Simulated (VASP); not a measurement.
Set up this calculation in VASP 6.6.1, as the native input.

```
Task                   : single point
Functional             : PBE
Potentials or basis    : VASP PAW PBE potentials, release 64 (Mg, Sn_d, O)
Cutoff                 : 520 eV
k mesh                 : 4 × 4 × 1
Occupations            : gaussian, width 0.1 eV
Spin                   : no spin polarisation
Dipole correction      : no
Further INCAR settings : LREAL = Auto; ALGO = Normal; EDIFF = 1e-06; NBANDS = 58
```

The structure of Mg3SnO4 lies in POSCAR:

```
Mg3SnO4
1.0
    3.1044857522      0.0000000000      0.0000000000
    0.0000000000      3.1044857522      0.0000000000
    0.0000000000      0.0000000000     19.2660891562
Mg Sn O
6 2 8
Direct
    0.5000000000      0.0000000000      0.1626112390
    0.5000000000      0.0000000000      0.7303687509
    0.5000000000      0.0000000000      0.9459598399
    1.0000000000      0.5000000000      0.8373887610
    0.0000000000      0.5000000000      0.2696312491
    1.0000000000      0.5000000000      0.0540401601
    0.5000000000      0.0000000000      0.4094965083
    0.0000000000      0.5000000000      0.5905034917
    0.5000000000      0.0000000000      0.0541724446
    0.5000000000      0.0000000000      0.2722171272
    0.5000000000      0.0000000000      0.6263178710
    0.5000000000      0.0000000000      0.8379049736
    1.0000000000      0.5000000000      0.9458275554
    0.0000000000      0.5000000000      0.3736821290
    0.0000000000      0.5000000000      0.1620950264
    0.0000000000      0.5000000000      0.7277828728
```

These files were run (other wordings do the same):

INCAR

```
SYSTEM = Mg3SnO4
PREC     = Accurate       ! precision mode
ENCUT    = 520            ! plane-wave cutoff, eV
EDIFF    = 1E-6           ! SCF threshold, eV
ISMEAR   = 0              ! smearing method
SIGMA    = 0.1            ! smearing width, eV
LREAL    = Auto         
LASPH    = .True.         ! aspherical terms in the spheres
NELM     = 100            ! most SCF steps
ALGO     = Normal         ! electronic algorithm
ISIF     = 2              ! what is computed and relaxed
LWAVE    = .False.        ! write WAVECAR
LCHARG   = .True.         ! write CHGCAR
GGA      = PE             ! functional
LELF     = .True.         ! ELF
LVHAR    = .True.       
NBANDS   = 58             ! bands
```

KPOINTS

```
Automatic mesh
0
Gamma
  4 4 1
  0 0 0
```

Potentials or basis: VASP PAW PBE potentials, release 64 (Mg, Sn_d, O).

Run with:

```console
$ cat potpaw_PBE.64/Mg/POTCAR potpaw_PBE.64/Sn_d/POTCAR potpaw_PBE.64/O/POTCAR > POTCAR
$ mpirun -np 1 vasp_std > vasp.out
```

It gave:

```
Pressure               : -0.5 GPa
Largest force          : 0.060 eV/Å
Band gap on the k mesh : 1.10 eV (least direct gap 1.64 eV)
```

Caveat: the k points lie up to 0.51 Å⁻¹ apart; spin-orbit coupling is left out, which moves the levels of the heavy elements; an odd mesh through Γ misses points on the zone boundary, where band edges can lie.

Wall time 60 s on 1 thread of AMD EPYC 9R45 96-Core Processor (Zen 5) (shared host), peak memory 0.25 GiB.
